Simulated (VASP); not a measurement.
C: single point with r2SCAN

C:

```xyz
16
Lattice="-2.5098 0.0000 0.0000 -1.2549 -2.1736 0.0000 -1.5688 -0.9057 16.5606" Properties=species:S:1:pos:R:3 pbc="T T T"
C     0.0000    0.0000   11.1199
C     0.0000    0.0000    2.8396
C    -1.2549   -2.1736   15.2601
C    -1.2549   -2.1736    6.9798
C     0.0000    0.0000   13.7210
C     0.0000    0.0000    5.4407
C    -1.2549   -2.1736    1.3006
C    -1.2549   -2.1736    9.5809
C    -1.2549   -0.7245   11.6380
C    -1.2549   -0.7245    3.3576
C    -2.5098   -1.4491   15.7781
C    -2.5098   -1.4491    7.4978
C    -1.2549   -0.7245   13.2030
C    -1.2549   -0.7245    4.9227
C    -2.5098   -1.4491    0.7825
C    -2.5098   -1.4491    9.0628
```

This cell differs from its parent crystal: the part above a cut slid along it.

```json
{
 "Program": "VASP 6.6.1",
 "Task": "single point",
 "Functional": "r2SCAN",
 "Potentials or basis": "VASP PAW PBE potentials, release 64 (C)",
 "Cutoff": "520 eV",
 "k mesh": "10 × 10 × 2",
 "Occupations": "gaussian, width 0.05 eV",
 "Spin": "no spin polarisation",
 "Dipole correction": "no",
 "Further INCAR settings": "LREAL = Auto; ALGO = Normal; EDIFF = 1e-06; NBANDS = 46"
}
```

```yaml
Pressure: 4.2 GPa
Largest_force: 4.320 eV/Å
Band_gap_on_the_k_mesh: zero (bands 32 and 33 overlap by 0.11 eV)
```

Forces in eV/Å, atoms in the order of the input:
```
C    0.008  0.005  0.066
C    0.203  0.117  0.500
C    0.431  0.249 -0.378
C   -0.004 -0.002  0.041
C    0.299  0.173 -0.641
C    0.007  0.004 -0.034
C    0.570  0.329 -0.204
C   -0.009 -0.005 -0.053
C   -0.004 -0.003 -0.101
C    0.013  0.008 -0.042
C    0.219  0.126 -3.173
C   -0.003 -0.002 -0.026
C   -0.003 -0.002  0.114
C   -0.001 -0.001  0.066
C   -1.727 -0.997  3.833
C    0.000  0.000  0.032
```

Stress tensor (GPa, compression positive):
```
-0.24  3.53 -2.79
 3.53 -4.32 -1.61
-2.79 -1.61 17.04
```

Levels at points of the mesh, in eV from the Fermi level:
```csv
k point,band 29,band 30,band 31,band 32,band 33,band 34,band 35,band 36
"(0.00, 0.00, 0.00)",-0.56,-0.37,-0.35,0.11,4.99,5.45,5.49,5.68
"(0.50, 0.00, 0.00)",-4.56,-3.83,-3.56,-0.93,0.12,4.66,4.86,5.47
"(0.50, 0.50, 0.00)",-4.20,-4.11,-3.39,-2.92,2.60,4.64,5.02,5.26
"(0.00, 0.00, 0.50)",-0.77,-0.41,-0.33,-0.26,5.19,5.34,5.46,5.97
"(0.50, 0.00, 0.50)",-4.35,-4.09,-3.48,-0.94,0.13,4.63,5.00,5.15
"(0.50, 0.50, 0.50)",-4.69,-3.70,-3.52,-2.87,2.59,4.67,4.90,5.45
```

Run time: 34 min on 1 thread of Intel Xeon 8259CL, with other jobs on the host, peak memory 0.32 GiB.

Caveat: the cell differs from its parent crystal (the part above a cut slid along it); the stress differs along the axes, from -4 to 17 GPa; the PAW data sets were made with another functional, which shifts forces and pressure a little.
